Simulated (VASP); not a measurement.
# CdS (I-4m2) in VASP: notebook

CdS is run at these levels: r2SCAN; tasks: single point.

All numbers are computed with VASP 6.6.1; they aren't measurements. Logs are shortened: lines on timing, memory, paths and dates and some standing lists are left out, and cuts for length are marked.

## 1. The cell of the first run

Symmetry: I-4m2, No. 119, tetragonal system. Conventional cell: a = 3.595 Å, b = 3.595 Å, c = 7.626 Å, α = 90.00°, β = 90.00°, γ = 90.00°. Within 3.6 Å of Cd (site symmetry -4m2) lie 4 S at 2.62 Å and 4 Cd at 3.60 Å. S (site symmetry -4m2) has 4 Cd at 2.62 Å and 4 S at 3.60 Å within 3.6 Å.

## 2. Single point, r2SCAN

Input file POSCAR:

```
CdS
1.0
    0.0000000000      2.5421191524      3.8131787286
    2.5421191524      0.0000000000      3.8131787286
    2.5421191524      2.5421191524      0.0000000000
Cd S
1 1
Direct
    0.0000000000      0.0000000000      0.0000000000
    0.7500000000      0.7500000000      0.7500000000
```

Input file INCAR.step1:

```
SYSTEM = CdS
PREC = Accurate
ENCUT = 520
ISMEAR = 0
SIGMA = 0.05
LREAL = .FALSE.
LASPH = .TRUE.
NELM = 60
NBANDS = 16
GGA = PE
ALGO = Normal
EDIFF = 1E-4
LWAVE = .TRUE.
LCHARG = .FALSE.
```

Input file INCAR.step2:

```
SYSTEM = CdS
PREC = Accurate
ENCUT = 520
EDIFF = 1E-6
ISMEAR = 0
SIGMA = 0.05
LREAL = .FALSE.
LASPH = .TRUE.
NELM = 60
ALGO = Normal
ISIF = 2
LWAVE = .FALSE.
LCHARG = .TRUE.
METAGGA = R2SCAN
LMIXTAU = .TRUE.
LELF = .TRUE.
LVHAR = .TRUE.
NBANDS = 16
ISTART = 1
```

Input file KPOINTS:

```
regular mesh
0
G
  10 10 10
  0 0 0
```

Potentials or basis: VASP PAW PBE potentials, release 64 (Cd, S).

The run is started by

```console
$ cat potpaw_PBE.64/Cd/POTCAR potpaw_PBE.64/S/POTCAR > POTCAR
$ cp INCAR.step1 INCAR
$ mpirun -np 1 vasp_std > vasp.out
$ cp INCAR.step2 INCAR
$ mpirun -np 1 vasp_std > vasp.out
```

OUTCAR:

```text
SYSTEM = CdS
   PREC = Accurate
   ENCUT = 520
   EDIFF = 1E-6
   ISMEAR = 0
   LREAL = .FALSE.
   LASPH = .TRUE.
   NELM = 60
   ISIF = 2
   METAGGA = R2SCAN
   ISTART = 1

 ion  position               nearest neighbor table
   1  0.000  0.000  0.000-   2 2.62   2 2.62   2 2.62   2 2.62
   2  0.750  0.750  0.750-   1 2.62   1 2.62   1 2.62   1 2.62

  LATTYP: Found a body centered tetragonal cell.
 ALAT       =     3.5950993825
 C/A-ratio  =     2.1213203436

  Lattice vectors:

 A1 = (  -2.5421191524,   0.0000000000,   3.8131787286)
 A2 = (   2.5421191524,   0.0000000000,   3.8131787286)
 A3 = (   0.0000000000,   2.5421191524,  -3.8131787286)

Analysis of symmetry for initial positions (statically):
=====================================================================
 Subroutine PRICEL returns:
 Original cell was already a primitive cell.

 Routine SETGRP: Setting up the symmetry group for a
 body centered tetragonal supercell.

 Subroutine GETGRP returns: Found  8 space group operations
 (whereof  8 operations were pure point group operations)
 out of a pool of 16 trial point group operations.

The static configuration has the point symmetry D_2d.

Analysis of symmetry for dynamics (positions and initial velocities):
=====================================================================
 Subroutine PRICEL returns:
 Original cell was already a primitive cell.

 Routine SETGRP: Setting up the symmetry group for a
 body centered tetragonal supercell.

 Subroutine GETGRP returns: Found  8 space group operations
 (whereof  8 operations were pure point group operations)
 out of a pool of 16 trial point group operations.

The dynamic configuration has the point symmetry D_2d.

 Subroutine INISYM returns: Found  8 space group operations
 (whereof  8 operations are pure point group operations),
 and found     1 'primitive' translations

----------------------------------------------------------------------------------------

                                     Primitive cell

  volume of cell :      49.2843

  direct lattice vectors                    reciprocal lattice vectors
     0.000000000  2.542119152  3.813178729    -0.196686296  0.196686296  0.131124197
     2.542119152  0.000000000  3.813178729     0.196686296 -0.196686296  0.131124197
     2.542119152  2.542119152  0.000000000     0.196686296  0.196686296 -0.131124197

  length of vectors
     4.582870476  4.582870476  3.595099382     0.307513501  0.307513501  0.307513501

  position of ions in fractional coordinates (direct lattice)
     0.000000000  0.000000000  0.000000000
     0.750000000  0.750000000  0.750000000

  ion indices of the primitive-cell ions
   primitive index   ion index
                 1           1
                 2           2

----------------------------------------------------------------------------------------

 KPOINTS: regular mesh

Automatic generation of k-mesh.
 Grid dimensions read from file:
 generate k-points for:   10   10   10

 Generating k-lattice:

  Cartesian coordinates                     Fractional coordinates (reciprocal lattice)
    -0.019668630  0.019668630  0.013112420     0.100000000  0.000000000  0.000000000
     0.019668630 -0.019668630  0.013112420     0.000000000  0.100000000  0.000000000
     0.019668630  0.019668630 -0.013112420    -0.000000000 -0.000000000  0.100000000

  Length of vectors
     0.030751350  0.030751350  0.030751350

  Shift w.r.t. Gamma in fractional coordinates (k-lattice)
     0.000000000  0.000000000  0.000000000

 Subroutine IBZKPT returns following result:
 ===========================================

 Found    102 irreducible k-points:

 Following reciprocal coordinates:
            Coordinates               Weight
  0.000000  0.000000  0.000000      1.000000
  0.100000  0.000000  0.000000      8.000000
  0.200000  0.000000  0.000000      8.000000
  0.300000  0.000000  0.000000      8.000000
  0.400000  0.000000  0.000000      8.000000
  0.500000  0.000000  0.000000      4.000000
[... 16 lines left out ...]
  0.300000  0.300000  0.000000      2.000000
  0.400000  0.300000  0.000000      8.000000
 [... further k-points ...]
   k-points           NKPTS =    102   k-points in BZ     NKDIM =    102   number of bands    NBANDS=     16
   number of dos      NEDOS =    301   number of ions     NIONS =      2
   total plane-waves  NPLWV =  36288
   dimension x,y,z NGX =    36 NGY =   36 NGZ =   28
   dimension x,y,z NGXF=    72 NGYF=   72 NGZF=   56
   ions per type =               1   1
   NGX,Y,Z   is equivalent  to a cutoff of  13.06, 13.06, 12.95 a.u.
   NGXF,Y,Z  is equivalent  to a cutoff of  26.12, 26.12, 25.90 a.u.
 SYSTEM =  CdS
   PREC   = accura    normal or accurate (medium, high low for compatibility)
   ISTART =      1    job   : 0-new  1-cont  2-samecut
   ICHARG =      0    charge: 1-file 2-atom 10-const
   ISPIN  =      1    spin polarized calculation?
   LNONCOLLINEAR =      F non collinear calculations
   LSORBIT =      F    spin-orbit coupling
   LASPH  =      T    aspherical Exc in radial PAW
   ENCUT  =  520.0 eV  38.22 Ry    6.18 a.u.   8.52  8.52  6.68*2*pi/ulx,y,z
   NELM   =     60;   NELMIN=  2; NELMDL=  0     # of ELM steps
   EDIFF  = 0.1E-05   stopping-criterion for ELM
   LREAL  =      F    real-space projection
   EDIFFG = 0.1E-04   stopping-criterion for IOM
   NSW    =      0    number of steps for IOM
   IBRION =     -1    ionic relax: 0-MD 1-quasi-New 2-CG
   NFREE  =      0    steps in history (QN), initial steepest desc. (CG)
   ISIF   =      2    stress and relaxation
   ISYM   =      2    0-nonsym 1-usesym 2-fastsym
   POTIM  = 0.5000    time-step for ionic-motion
   TEBEG  =    0.0;   TEEND  =   0.0 temperature during run
   PSTRESS=    0.0 pullay stress
   NELECT =      18.0000    total number of electrons
   NUPDOWN=      -1.0000    fix difference up-down
   EMIN   =  10.00;   EMAX   =-10.00  energy-range for DOS
   EFERMI =   0.00;   METHOD = LEGACY
   ISMEAR =     0;   SIGMA  =   0.05  broadening in eV -4-tet -1-fermi 0-gaus
   EFERMI_NEDOS =   21; number of points for ismear=-14 and -15
   IALGO  =     38    algorithm
   IMIX   =      4    mixing-type and parameters
     AMIX     =   0.40;   BMIX     =  1.00
     AMIX_MAG =   1.60;   BMIX_MAG =  1.00
  volume/ion in A,a.u.               =      24.64       166.29
  Fermi-wavevector in a.u.,A,eV,Ry     =   1.170207  2.211371 18.631605  1.369384
  Thomas-Fermi vector in A             =   2.306669
   LORBIT       =      0    0 simple, 1 ext, 2 COOP (PROOUT), +10 PAW based schemes
   METAGGA = R2SCAN    functional components
   LHFCALC =     F    Hartree Fock is set to
   AEXX    =    0.0000 exact exchange contribution
   IVDW    =     0    specifies the selected vdW correction
   LEPSILON=     F    determine dielectric tensor
   LRPA    =     F    only Hartree local field effects (RPA)
 non-spin polarized calculation
 Gauss-broadening in eV      SIGMA  =   0.05
  energy-cutoff  :      520.00
  volume of cell :       49.28
 maximum number of plane-waves:      1349
 NGX is ok and might be reduce to    36

 number of electron      18.0000001 magnetization

 Free energy of the ion-electron system (eV)
  ---------------------------------------------------
  ext. energy  EPLUGINS =         0.00000000
  ---------------------------------------------------
  free energy    TOTEN  =       -29.08483361 eV

  energy without entropy =      -29.08469373  energy(sigma->0) =      -29.08476367

 E-fermi :   1.8074     XC(G=0):  -9.8606

 val. band max:        1.7641090807   @ k =  -0.1000   0.1000   0.0000
 cond. band min:       2.4041562457   @ k =   0.1000   0.1000   0.0000
 fundamental gap:      0.6400471651
 Fermi energy:         1.8074409487

 k-point     1 :       0.0000    0.0000    0.0000
  band No.  band energies     occupation
      1     -11.4821      2.00000
      2      -7.1662      2.00000
      3      -6.7666      2.00000
      4      -6.7666      2.00000
      5      -6.6404      2.00000
      6      -6.5532      2.00000
[... 8 lines left out ...]
     15      12.0120      0.00000
     16      13.9905      0.00000

 k-point     2 :       0.1000    0.0000    0.0000
  band No.  band energies     occupation
      1     -11.4274      2.00000
      2      -7.1404      2.00000
      3      -6.7827      2.00000
      4      -6.7573      2.00000
      5      -6.6128      2.00000
      6      -6.5636      2.00000
[... 8 lines left out ...]
     15      12.5786      0.00000
     16      14.8167      0.00000

 k-point     3 :       0.2000    0.0000    0.0000
  band No.  band energies     occupation
      1     -11.2817      2.00000
      2      -7.0759      2.00000
      3      -6.8010      2.00000
      4      -6.7339      2.00000
      5      -6.5898      2.00000
      6      -6.5402      2.00000
[... 8 lines left out ...]
     15      13.3302      0.00000
     16      14.4855      0.00000

 k-point     4 :       0.3000    0.0000    0.0000
  band No.  band energies     occupation
      1     -11.0965      2.00000
      2      -7.0138      2.00000
      3      -6.7665      2.00000
      4      -6.7095      2.00000
      5      -6.6172      2.00000
      6      -6.4359      2.00000
[... 8 lines left out ...]
     15      13.7695      0.00000
     16      13.9285      0.00000
[... 324 lines left out ...]
 k-point    22 :      -0.2000    0.2000    0.0000
  band No.  band energies     occupation
      1     -10.9851      2.00000
      2      -6.9998      2.00000
      3      -6.7965      2.00000
      4      -6.7028      2.00000
      5      -6.6433      2.00000
      6      -6.2924      2.00000
[... 8 lines left out ...]
     15      13.0664      0.00000
     16      13.8527      0.00000

 k-point    23 :       0.3000    0.3000    0.0000
  band No.  band energies     occupation
      1     -11.2121      2.00000
      2      -6.9704      2.00000
      3      -6.6755      2.00000
      4      -6.6674      2.00000
      5      -6.6674      2.00000
      6      -6.5464      2.00000
[... 8 lines left out ...]
     15      14.4085      0.00000
     16      16.4916      0.00000

 k-point    24 :       0.4000    0.3000    0.0000
  band No.  band energies     occupation
      1     -11.1218      2.00000
      2      -6.8958      2.00000
      3      -6.6864      2.00000
      4      -6.6461      2.00000
      5      -6.6094      2.00000
      6      -6.5558      2.00000
[... 8 lines left out ...]
     15      14.2530      0.00000
     16      15.8665      0.00000

 [... further k-points ...]

------------------------ aborting loop because EDIFF is reached ----------------------------------------

  FORCE on cell =-STRESS in cart. coord.  units (eV):
  Direction    XX          YY          ZZ          XY          YZ          ZX
  --------------------------------------------------------------------------------------
  -------------------------------------------------------------------------------------
  Total        1.3698916      1.3698916     -4.3568675      0.0000000     -0.0000000      0.0000000
  in kB       44.5336035     44.5336035   -141.6367570      0.0000000     -0.0000000      0.0000000
  external PRESSURE =     -17.5231834 kB  Pullay stress =       0.0000000 kB

 VOLUME and BASIS-vectors are now :
 -----------------------------------------------------------------------------
  energy-cutoff  :      520.00
  volume of cell :       49.28
      direct lattice vectors                 reciprocal lattice vectors
     0.000000000  2.542119152  3.813178729    -0.196686296  0.196686296  0.131124197
     2.542119152  0.000000000  3.813178729     0.196686296 -0.196686296  0.131124197
     2.542119152  2.542119152  0.000000000     0.196686296  0.196686296 -0.131124197

 POSITION                                       TOTAL-FORCE (eV/Angst)
 -----------------------------------------------------------------------------------
      0.00000      0.00000      0.00000        -0.000000     -0.000000      0.000000
      3.81318      3.81318      5.71977         0.000000      0.000000      0.000000
 -----------------------------------------------------------------------------------
    total drift:                                0.000006      0.000006     -0.000019

  FREE ENERGIE OF THE ION-ELECTRON SYSTEM (eV)
  ---------------------------------------------------
  free  energy   TOTEN  =       -29.0848336102 eV

  energy  without entropy=      -29.0846937348  energy(sigma->0) =      -29.08476367
```

Run time: 3.8 min. Hardware: 1 thread of Intel Xeon Platinum 8488C (Sapphire Rapids), shared host; peak memory 0.24 GiB.

What came out:

* Free energy: -29.0848 eV
* Pressure: -1.8 GPa
* Band gap on the k mesh: zero (bands 9 and 10 overlap by 0.03 eV)

Caveat: semilocal functionals underestimate gaps, so a narrow gap can read as zero; the PAW data sets were made with another functional, which shifts forces and pressure a little.

## 3. Single point, r2SCAN

This run uses another cell than the first one, of the same volume but with other edges.

Input file POSCAR:

```
CdS
1.0
    0.0000000000      2.9498679679      2.8318732491
    2.9498679679      0.0000000000      2.8318732491
    2.9498679679      2.9498679679      0.0000000000
Cd S
1 1
Direct
    0.0000000000      0.0000000000      0.0000000000
    0.7500000000      0.7500000000      0.7500000000
```

Input file INCAR.step1:

```
  ALGO = Normal
  EDIFF = 1E-4
  ENCUT = 520
  GGA = PE
  ISMEAR = 0
  LASPH = True
  LCHARG = False
  LREAL = False
  LWAVE = True
  NBANDS = 16
  NELM = 80
  PREC = Accurate
  SIGMA = 0.05
```

Input file INCAR.step2:

```
  ALGO = Normal
  EDIFF = 1E-6
  ENCUT = 520
  ISIF = 2
  ISMEAR = 0
  ISTART = 1
  LASPH = True
  LCHARG = False
  LMIXTAU = True
  LREAL = False
  LWAVE = False
  METAGGA = R2SCAN
  NBANDS = 16
  NELM = 80
  PREC = Accurate
  SIGMA = 0.05
```

Input file KPOINTS:

```
k-points
0
Gamma
  10 10 10
```

Potentials or basis: VASP PAW PBE potentials, release 64 (Cd, S).

The run is started by

```console
$ cat potpaw_PBE.64/Cd/POTCAR potpaw_PBE.64/S/POTCAR > POTCAR
$ cp INCAR.step1 INCAR
$ mpirun -np 1 vasp_std > vasp.out
$ cp INCAR.step2 INCAR
$ mpirun -np 1 vasp_std > vasp.out
```

It took 3.7 min on 1 thread of Intel Xeon Platinum 8488C (Sapphire Rapids), shared host; peak memory 0.23 GiB.

It converged, with:

* Free energy: -29.6717 eV
* Pressure: 2.2 GPa
* Band gap on the k mesh: 1.53 eV

Stress tensor (GPa, compression positive):
```
2.02 0.00 0.00
0.00 2.02 0.00
0.00 0.00 2.59
```

Levels at points of the mesh, in eV from the valence-band top:
```
           k point  band 5  band 6  band 7  band 8  band 9  band 10  band 11  band 12  band 13  band 14
(0.00, 0.00, 0.00)   -7.55   -7.54   -0.12   -0.12    0.00     1.53     7.01     7.01     7.01    11.66
(0.50, 0.00, 0.00)   -7.49   -7.15   -4.58   -0.93   -0.77     3.40     7.24     7.58     7.87    11.51
(0.50, 0.50, 0.00)   -7.45   -7.02   -3.92   -2.13   -2.13     3.66     4.44    10.06    11.44    11.44
(0.50, 0.00, 0.50)   -7.46   -7.11   -4.16   -2.00   -1.92     3.81     4.82     9.60    11.28    11.76
```

Caveat: the PAW data sets were made with another functional, which shifts forces and pressure a little.
